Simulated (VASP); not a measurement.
BN:

```
CELL_PARAMETERS angstrom
0.00000 1.73263 1.73263
1.73263 0.00000 1.73263
1.73263 1.73263 0.00000
ATOMIC_POSITIONS crystal
B 0.00000 0.00000 0.00000
N 0.25000 0.25000 0.25000
```

This cell differs from its parent crystal: strain -4.0%.

Base run:

- Program: VASP 6.6.1
- Functional: PBE
- Potentials or basis: VASP PAW PBE potentials, release 64 (B, N)
- Cutoff: 520 eV
- k mesh: 12 × 12 × 12
- Occupations: fermi-dirac, width 0.02 eV
- Spin: no spin polarisation

Its results: band gap on the k mesh 4.58 eV, indirect (least direct gap 9.43 eV); pressure 64.8 GPa.

**Question.** The run is repeated on the same cell with these changes: functional from PBE to r2SCAN; occupations from fermi-dirac, width 0.02 eV to gaussian, width 0.01 eV. What comes out?

**Answer.** Band gap on the k mesh 5.12 eV, indirect (least direct gap 10.15 eV); pressure 61.5 GPa.

Caveats: the PAW data sets were made with another functional, which shifts forces and pressure a little (some runs).

A k mesh can miss the band edges.
